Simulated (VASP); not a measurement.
# W3Br (I4/mmm) in VASP: notebook

W3Br is run at these levels: PBE; tasks: single point, relaxation of cell and atoms.

All numbers are computed with VASP 6.6.1; they aren't measurements. Logs are shortened: lines on timing, memory, paths and dates and some standing lists are left out, and cuts for length are marked.

**1. The cell of the first run**

Symmetry: I4/mmm, No. 139, tetragonal system. Conventional cell: a = 3.872 Å, b = 3.872 Å, c = 8.948 Å, α = 90.00°, β = 90.00°, γ = 90.00°. Within 3.6 Å of W (site symmetry 4/mmm) lie 4 Br at 2.74 Å and 8 W at 2.96 Å. W (site symmetry -4m2) has 8 W at 2.74 to 2.96 Å and 4 Br at 2.96 Å within 3.6 Å. Br (site symmetry 4/mmm) has 12 W at 2.74 to 2.96 Å within 3.6 Å.

**2. Single point, PBE**

The input, INCAR:

```
SYSTEM = W3Br
PREC = Accurate
ENCUT = 520
EDIFF = 1E-7
ISMEAR = 0
SIGMA = 0.1
LREAL = .FALSE.
LASPH = .TRUE.
NELM = 100
ALGO = Normal
ISIF = 2
LWAVE = .FALSE.
LCHARG = .FALSE.
GGA = PE
NBANDS = 32
```

The input, KPOINTS:

```
Automatic mesh
0
G
  6 6 6
  0 0 0
```

The input, POSCAR:

```
W3Br
1.0
   -1.9360369437      1.9360369437      4.4739529654
    1.9360369437     -1.9360369437      4.4739529654
    1.9360369437      1.9360369437     -4.4739529654
W Br
3 1
Direct
    0.5000000000      0.5000000000      0.0000000000
    0.2500000000      0.7500000000      0.5000000000
    0.7500000000      0.2500000000      0.5000000000
    0.0000000000      0.0000000000      0.0000000000
```

Potentials or basis: VASP PAW PBE potentials, release 64 (W_sv, Br).

Run with:

```bash
> cat potpaw_PBE.64/W_sv/POTCAR potpaw_PBE.64/Br/POTCAR > POTCAR
> mpirun -np 1 vasp_std > vasp.out
```

OUTCAR:

```text
SYSTEM = W3Br
   PREC = Accurate
   ENCUT = 520
   EDIFF = 1E-7
   ISMEAR = 0
   LREAL = .FALSE.
   LASPH = .TRUE.
   NELM = 100
   ISIF = 2
   GGA = PE

 ion  position               nearest neighbor table
   1  0.500  0.500  0.000-   4 2.74   4 2.74   4 2.74   4 2.74   3 2.96   2 2.96   3 2.96   3 2.96
                             2 2.96   2 2.96   3 2.96   2 2.96
   2  0.250  0.750  0.500-   3 2.74   3 2.74   3 2.74   3 2.74   4 2.96   1 2.96   4 2.96   1 2.96
                             4 2.96   4 2.96   1 2.96   1 2.96
   3  0.750  0.250  0.500-   2 2.74   2 2.74   2 2.74   2 2.74   4 2.96   1 2.96   4 2.96   4 2.96
                             1 2.96   1 2.96   4 2.96   1 2.96
   4  0.000  0.000  0.000-   1 2.74   1 2.74   1 2.74   1 2.74   3 2.96   2 2.96   3 2.96   2 2.96
                             3 2.96   3 2.96   2 2.96   2 2.96

  LATTYP: Found a body centered tetragonal cell.
 ALAT       =     3.8720738874
 C/A-ratio  =     2.3108820211

  Lattice vectors:

 A1 = (  -1.9360369437,   1.9360369437,   4.4739529654)
 A2 = (   1.9360369437,  -1.9360369437,   4.4739529654)
 A3 = (   1.9360369437,   1.9360369437,  -4.4739529654)

Analysis of symmetry for initial positions (statically):
=====================================================================
 Subroutine PRICEL returns:
 Original cell was already a primitive cell.

 Routine SETGRP: Setting up the symmetry group for a
 body centered tetragonal supercell.

 Subroutine GETGRP returns: Found 16 space group operations
 (whereof 16 operations were pure point group operations)
 out of a pool of 16 trial point group operations.

The static configuration has the point symmetry D_4h.

Analysis of symmetry for dynamics (positions and initial velocities):
=====================================================================
 Subroutine PRICEL returns:
 Original cell was already a primitive cell.

 Routine SETGRP: Setting up the symmetry group for a
 body centered tetragonal supercell.

 Subroutine GETGRP returns: Found 16 space group operations
 (whereof 16 operations were pure point group operations)
 out of a pool of 16 trial point group operations.

The dynamic configuration has the point symmetry D_4h.

 Subroutine INISYM returns: Found 16 space group operations
 (whereof 16 operations are pure point group operations),
 and found     1 'primitive' translations

----------------------------------------------------------------------------------------

                                     Primitive cell

  volume of cell :      67.0778

  direct lattice vectors                    reciprocal lattice vectors
    -1.936036944  1.936036944  4.473952965     0.000000000  0.258259535  0.111757992
     1.936036944 -1.936036944  4.473952965     0.258259535  0.000000000  0.111757992
     1.936036944  1.936036944 -4.473952965     0.258259535  0.258259535  0.000000000

  length of vectors
     5.245258166  5.245258166  5.245258166     0.281403333  0.281403333  0.365234136

  position of ions in fractional coordinates (direct lattice)
     0.500000000  0.500000000  0.000000000
     0.250000000  0.750000000  0.500000000
     0.750000000  0.250000000  0.500000000
     0.000000000  0.000000000  0.000000000

  ion indices of the primitive-cell ions
   primitive index   ion index
                 1           1
                 2           2
                 3           3
                 4           4

----------------------------------------------------------------------------------------

 KPOINTS: Automatic mesh

Automatic generation of k-mesh.
 Grid dimensions read from file:
 generate k-points for:    6    6    6

 Generating k-lattice:

  Cartesian coordinates                     Fractional coordinates (reciprocal lattice)
     0.000000000  0.043043256  0.018626332     0.166666667  0.000000000 -0.000000000
     0.043043256  0.000000000  0.018626332     0.000000000  0.166666667 -0.000000000
     0.043043256  0.043043256  0.000000000     0.000000000  0.000000000  0.166666667

  Length of vectors
     0.046900556  0.046900556  0.060872356

  Shift w.r.t. Gamma in fractional coordinates (k-lattice)
     0.000000000  0.000000000  0.000000000

 Subroutine IBZKPT returns following result:
 ===========================================

 Found     30 irreducible k-points:

 Following reciprocal coordinates:
            Coordinates               Weight
  0.000000  0.000000  0.000000      1.000000
  0.166667  0.000000  0.000000      8.000000
  0.333333  0.000000  0.000000      8.000000
  0.500000  0.000000  0.000000      4.000000
  0.166667  0.166667  0.000000      8.000000
  0.333333  0.166667 -0.000000     16.000000
[... 16 lines left out ...]
 -0.333333 -0.333333  0.166667      8.000000
 -0.166667 -0.333333  0.166667      8.000000
 [... further k-points ...]
   k-points           NKPTS =     30   k-points in BZ     NKDIM =     30   number of bands    NBANDS=     32
   number of dos      NEDOS =    301   number of ions     NIONS =      4
   total plane-waves  NPLWV =  64000
   dimension x,y,z NGX =    40 NGY =   40 NGZ =   40
   dimension x,y,z NGXF=    80 NGYF=   80 NGZF=   80
   ions per type =               3   1
   NGX,Y,Z   is equivalent  to a cutoff of  12.68, 12.68, 12.68 a.u.
   NGXF,Y,Z  is equivalent  to a cutoff of  25.36, 25.36, 25.36 a.u.
 SYSTEM =  W3Br
   PREC   = accura    normal or accurate (medium, high low for compatibility)
   ISTART =      0    job   : 0-new  1-cont  2-samecut
   ICHARG =      2    charge: 1-file 2-atom 10-const
   ISPIN  =      1    spin polarized calculation?
   LNONCOLLINEAR =      F non collinear calculations
   LSORBIT =      F    spin-orbit coupling
   LASPH  =      T    aspherical Exc in radial PAW
   ENCUT  =  520.0 eV  38.22 Ry    6.18 a.u.   9.75  9.75  9.75*2*pi/ulx,y,z
   NELM   =    100;   NELMIN=  2; NELMDL= -5     # of ELM steps
   EDIFF  = 0.1E-06   stopping-criterion for ELM
   LREAL  =      F    real-space projection
   EDIFFG = 0.1E-05   stopping-criterion for IOM
   NSW    =      0    number of steps for IOM
   IBRION =     -1    ionic relax: 0-MD 1-quasi-New 2-CG
   NFREE  =      0    steps in history (QN), initial steepest desc. (CG)
   ISIF   =      2    stress and relaxation
   ISYM   =      2    0-nonsym 1-usesym 2-fastsym
   POTIM  = 0.5000    time-step for ionic-motion
   TEBEG  =    0.0;   TEEND  =   0.0 temperature during run
   PSTRESS=    0.0 pullay stress
   NELECT =      49.0000    total number of electrons
   NUPDOWN=      -1.0000    fix difference up-down
   EMIN   =  10.00;   EMAX   =-10.00  energy-range for DOS
   EFERMI =   0.00;   METHOD = LEGACY
   ISMEAR =     0;   SIGMA  =   0.10  broadening in eV -4-tet -1-fermi 0-gaus
   EFERMI_NEDOS =   21; number of points for ismear=-14 and -15
   IALGO  =     38    algorithm
   IMIX   =      4    mixing-type and parameters
     AMIX     =   0.40;   BMIX     =  1.00
     AMIX_MAG =   1.60;   BMIX_MAG =  1.00
  volume/ion in A,a.u.               =      16.77       113.17
  Fermi-wavevector in a.u.,A,eV,Ry     =   1.474395  2.786203 29.576913  2.173842
  Thomas-Fermi vector in A             =   2.589172
   LORBIT       =      0    0 simple, 1 ext, 2 COOP (PROOUT), +10 PAW based schemes
   GGA     = PE    functional components
   LHFCALC =     F    Hartree Fock is set to
   AEXX    =    0.0000 exact exchange contribution
   IVDW    =     0    specifies the selected vdW correction
   LEPSILON=     F    determine dielectric tensor
   LRPA    =     F    only Hartree local field effects (RPA)
 non-spin polarized calculation
 Gauss-broadening in eV      SIGMA  =   0.10
  energy-cutoff  :      520.00
  volume of cell :       67.08
 maximum number of plane-waves:      1834
   NGX = 19   NGY = 19   NGZ = 19

 number of electron      49.0000001 magnetization

 Free energy of the ion-electron system (eV)
  ---------------------------------------------------
  ext. energy  EPLUGINS =         0.00000000
  ---------------------------------------------------
  free energy    TOTEN  =       -34.83416300 eV

  energy without entropy =      -34.81586174  energy(sigma->0) =      -34.82501237

 E-fermi :  10.6643     XC(G=0): -12.8778

 val. band max:       10.6601275705   @ k =  -0.1667  -0.3333   0.1667
 cond. band min:      10.6685416984   @ k =  -0.3333   0.5000   0.1667
 fundamental gap:      0.0084141279
 Fermi energy:        10.6643092934

 k-point     1 :       0.0000    0.0000    0.0000
  band No.  band energies     occupation
      1     -63.5571      2.00000
      2     -63.4755      2.00000
      3     -63.4244      2.00000
      4     -28.0915      2.00000
      5     -28.0915      2.00000
      6     -28.0689      2.00000
[... 24 lines left out ...]
     31      14.5250      0.00000
     32      15.9468      0.00000

 k-point     2 :       0.1667    0.0000    0.0000
  band No.  band energies     occupation
      1     -63.5483      2.00000
      2     -63.4764      2.00000
      3     -63.4323      2.00000
      4     -28.0898      2.00000
      5     -28.0463      2.00000
      6     -28.0017      2.00000
[... 24 lines left out ...]
     31      13.9341      0.00000
     32      14.9788      0.00000

 k-point     3 :       0.3333    0.0000    0.0000
  band No.  band energies     occupation
      1     -63.5248      2.00000
      2     -63.4784      2.00000
      3     -63.4534      2.00000
      4     -28.0119      2.00000
      5     -27.9408      2.00000
      6     -27.9290      2.00000
[... 24 lines left out ...]
     31      13.3294      0.00000
     32      13.6840      0.00000

 k-point     4 :       0.5000    0.0000    0.0000
  band No.  band energies     occupation
      1     -63.5023      2.00000
      2     -63.4835      2.00000
      3     -63.4706      2.00000
      4     -27.9728      2.00000
      5     -27.8680      2.00000
      6     -27.8430      2.00000
[... 654 lines left out ...]
     31      13.4638      0.00000
     32      13.8245      0.00000

 k-point    23 :      -0.3333   -0.3333    0.1667
  band No.  band energies     occupation
      1     -63.5323      2.00000
      2     -63.4854      2.00000
      3     -63.4391      2.00000
      4     -28.1566      2.00000
      5     -27.9502      2.00000
      6     -27.9425      2.00000
[... 24 lines left out ...]
     31      13.3937      0.00000
     32      14.4458      0.00000

 k-point    24 :      -0.1667   -0.3333    0.1667
  band No.  band energies     occupation
      1     -63.5428      2.00000
      2     -63.4819      2.00000
      3     -63.4323      2.00000
      4     -28.0812      2.00000
      5     -28.0717      2.00000
      6     -27.9779      2.00000
[... 24 lines left out ...]
     31      13.7824      0.00000
     32      14.3308      0.00000

 [... further k-points ...]

------------------------ aborting loop because EDIFF is reached ----------------------------------------

  FORCE on cell =-STRESS in cart. coord.  units (eV):
  Direction    XX          YY          ZZ          XY          YZ          ZX
  --------------------------------------------------------------------------------------
  -------------------------------------------------------------------------------------
  Total        0.2686723      0.2686723      0.1654156      0.0000000     -0.0000000      0.0000000
  in kB        6.4173358      6.4173358      3.9510111      0.0000000     -0.0000000      0.0000000
  external PRESSURE =       5.5952276 kB  Pullay stress =       0.0000000 kB

 VOLUME and BASIS-vectors are now :
 -----------------------------------------------------------------------------
  energy-cutoff  :      520.00
  volume of cell :       67.08
      direct lattice vectors                 reciprocal lattice vectors
    -1.936036944  1.936036944  4.473952965     0.000000000  0.258259535  0.111757992
     1.936036944 -1.936036944  4.473952965     0.258259535  0.000000000  0.111757992
     1.936036944  1.936036944 -4.473952965     0.258259535  0.258259535  0.000000000

 POSITION                                       TOTAL-FORCE (eV/Angst)
 -----------------------------------------------------------------------------------
      0.00000      0.00000      4.47395        -0.000000     -0.000000     -0.000000
      1.93604     -0.00000      2.23698         0.000000     -0.000000     -0.000000
     -0.00000      1.93604      2.23698        -0.000000      0.000000      0.000000
      0.00000      0.00000      0.00000        -0.000000     -0.000000     -0.000000
 -----------------------------------------------------------------------------------
    total drift:                               -0.000000     -0.000000      0.000000

  FREE ENERGIE OF THE ION-ELECTRON SYSTEM (eV)
  ---------------------------------------------------
  free  energy   TOTEN  =       -34.8341630034 eV

  energy  without entropy=      -34.8158617444  energy(sigma->0) =      -34.82501237
```

Run time: 1.9 min. Hardware: 1 thread of Intel Xeon 6975P-C (Granite Rapids), shared host; peak memory 0.26 GiB.

What came out:

- Free energy: -34.8342 eV
- Pressure: 0.6 GPa
- Band gap on the k mesh: zero (an odd number of electrons rules out a gap without spin polarisation)

Levels at points of the mesh, in eV from the Fermi level:
```tsv
k point	band 21	band 22	band 23	band 24	band 25	band 26	band 27	band 28
(0.00, 0.00, 0.00)	-3.02	-1.48	-1.48	-0.48	-0.34	-0.34	0.37	1.00
(0.50, 0.00, 0.00)	-1.47	-1.15	-1.04	-0.84	-0.66	-0.13	0.25	0.34
(0.50, 0.50, 0.00)	-1.96	-1.95	-0.57	0.04	0.09	0.60	0.66	0.72
(0.50, 0.50, 0.50)	-3.78	-3.75	-1.17	-1.05	0.25	0.83	1.73	1.73
```

Caveat: spin-orbit coupling is left out, which moves the levels of the heavy elements.

**3. Single point, PBE**

This run uses another cell than the first one, of 19.51 Å³/atom.

The input, INCAR:

```
PREC = Accurate
ENCUT = 520
EDIFF = 1E-6
ISMEAR = 0
SIGMA = 0.1
LREAL = False
LASPH = True
NELM = 80
ALGO = Normal
ISIF = 2
LWAVE = False
LCHARG = False
GGA = PE
NBANDS = 32
```

The input, KPOINTS:

```
regular mesh
0
Gamma
  6 6 6
```

The input, POSCAR:

```
W3Br
1.0
   -2.0592521889      2.0592521889      4.5998880064
    2.0592521889     -2.0592521889      4.5998880064
    2.0592521889      2.0592521889     -4.5998880064
W Br
3 1
Direct
    0.5000000000      0.5000000000      0.0000000000
    0.2500000000      0.7500000000      0.5000000000
    0.7500000000      0.2500000000      0.5000000000
    0.0000000000      0.0000000000      0.0000000000
```

Potentials or basis: VASP PAW PBE potentials, release 64 (W_sv, Br).

Run with:

```bash
> cat potpaw_PBE.64/W_sv/POTCAR potpaw_PBE.64/Br/POTCAR > POTCAR
> mpirun -np 1 vasp_std > vasp.out
```

OUTCAR:

```text
PREC = Accurate
   ENCUT = 520
   EDIFF = 1E-6
   ISMEAR = 0
   LREAL = False
   LASPH = True
   NELM = 80
   ISIF = 2
   GGA = PE

 ion  position               nearest neighbor table
   1  0.500  0.500  0.000-   4 2.91   4 2.91   4 2.91   4 2.91   2 3.09   2 3.09   3 3.09   3 3.09
                             3 3.09   2 3.09   3 3.09   2 3.09
   2  0.250  0.750  0.500-   3 2.91   3 2.91   3 2.91   3 2.91   4 3.09   4 3.09   1 3.09   1 3.09
                             4 3.09   1 3.09   4 3.09   1 3.09
   3  0.750  0.250  0.500-   2 2.91   2 2.91   2 2.91   2 2.91   1 3.09   1 3.09   4 3.09   4 3.09
[... 1046 lines left out ...]
  -------------------------------------------------------------------------------------
  Total      -10.2147664    -10.2147664     -9.8382674      0.0000000      0.0000000      0.0000000
  in kB     -209.7551819   -209.7551819   -202.0239618      0.0000000      0.0000000      0.0000000
  external PRESSURE =    -207.1781085 kB  Pullay stress =       0.0000000 kB

 VOLUME and BASIS-vectors are now :
 -----------------------------------------------------------------------------
  energy-cutoff  :      520.00
  volume of cell :       78.02
      direct lattice vectors                 reciprocal lattice vectors
    -2.059252189  2.059252189  4.599888006     0.000000000  0.242806589  0.108698299
     2.059252189 -2.059252189  4.599888006     0.242806589  0.000000000  0.108698299
     2.059252189  2.059252189 -4.599888006     0.242806589  0.242806589  0.000000000

 POSITION                                       TOTAL-FORCE (eV/Angst)
 -----------------------------------------------------------------------------------
      0.00000      0.00000      4.59989         0.000000     -0.000000     -0.000000
      2.05925      0.00000      2.29994        -0.000000      0.000000     -0.000000
      0.00000      2.05925      2.29994         0.000000     -0.000000      0.000000
      0.00000      0.00000      0.00000         0.000000     -0.000000     -0.000000
 -----------------------------------------------------------------------------------
    total drift:                               -0.000000     -0.000000      0.000000

  FREE ENERGIE OF THE ION-ELECTRON SYSTEM (eV)
  ---------------------------------------------------
  free  energy   TOTEN  =       -34.0328326049 eV

  energy  without entropy=      -34.0031935350  energy(sigma->0) =      -34.01801307
```

OSZICAR:

```text
N       E                     dE             d eps       ncg     rms          rms(c)
DAV:   1     0.570134367023E+03    0.57013E+03   -0.28662E+04  1960   0.166E+03
DAV:   2    -0.790095219867E+01   -0.57804E+03   -0.56105E+03  2112   0.510E+02
DAV:   3    -0.350261312152E+02   -0.27125E+02   -0.25738E+02  2424   0.104E+02
DAV:   4    -0.356913978533E+02   -0.66527E+00   -0.65866E+00  2144   0.162E+01
DAV:   5    -0.357080400123E+02   -0.16642E-01   -0.16603E-01  2456   0.231E+00    0.307E+01
DAV:   6    -0.344888069221E+02    0.12192E+01   -0.32365E+00  2224   0.128E+01    0.168E+01
DAV:   7    -0.357810999784E+02   -0.12923E+01   -0.91891E+00  2336   0.157E+01    0.884E+00
DAV:   8    -0.340256270164E+02    0.17555E+01   -0.50632E+00  2320   0.796E+00    0.449E+00
DAV:   9    -0.340436516131E+02   -0.18025E-01   -0.19990E-01  2344   0.241E+00    0.154E+00
DAV:  10    -0.340330094033E+02    0.10642E-01   -0.38936E-02  2240   0.166E+00    0.620E-01
DAV:  11    -0.340328267043E+02    0.18270E-03   -0.16838E-03  2304   0.305E-01    0.111E-01
DAV:  12    -0.340328417503E+02   -0.15046E-04   -0.17015E-04  2416   0.139E-01    0.268E-02
DAV:  13    -0.340328324682E+02    0.92821E-05   -0.34120E-05  2344   0.562E-02    0.131E-02
DAV:  14    -0.340328326049E+02   -0.13668E-06   -0.33818E-06  2040   0.137E-02
   1 F= -.34032833E+02 E0= -.34018013E+02  d E =-.296391E-01
```

stdout:

```text
POSCAR found type information on POSCAR W Br
 POSCAR found :  2 types and       4 ions
 scaLAPACK will be used
 LDA part: xc-table for (Slater+PW92), standard interpolation
 POSCAR, INCAR and KPOINTS ok, starting setup
 FFT: planning ... GRIDC
 FFT: planning ... GRID_SOFT
 FFT: planning ... GRID
 WAVECAR not read
 entering main loop
```

Run time: 99 s. Hardware: 1 thread of Intel Xeon 6975P-C (Granite Rapids), shared host; peak memory 0.26 GiB.

Results:

* Free energy: -34.0328 eV
* Pressure: -20.7 GPa
* Band gap on the k mesh: zero (an odd number of electrons rules out a gap without spin polarisation)

Levels at points of the mesh, in eV from the Fermi level:
| k point | band 21 | band 22 | band 23 | band 24 | band 25 | band 26 | band 27 | band 28 |
| --- | --- | --- | --- | --- | --- | --- | --- | --- |
| (0.00, 0.00, 0.00) | -2.22 | -1.26 | -1.26 | -0.14 | -0.14 | -0.12 | 0.40 | 0.99 |
| (0.50, 0.00, 0.00) | -1.26 | -1.02 | -0.78 | -0.74 | -0.58 | -0.05 | 0.19 | 0.28 |
| (0.50, 0.50, 0.00) | -1.51 | -1.43 | -0.53 | -0.09 | -0.06 | 0.55 | 0.70 | 0.76 |
| (0.50, 0.50, 0.50) | -3.00 | -2.98 | -1.39 | -0.73 | 0.56 | 0.58 | 1.32 | 1.32 |

Caveat: the cell stands under tension; spin-orbit coupling is left out, which moves the levels of the heavy elements.

(Continued in part 2 of 2.)

The gap in the log of VASP goes by the Fermi energy; the results here count the filled bands.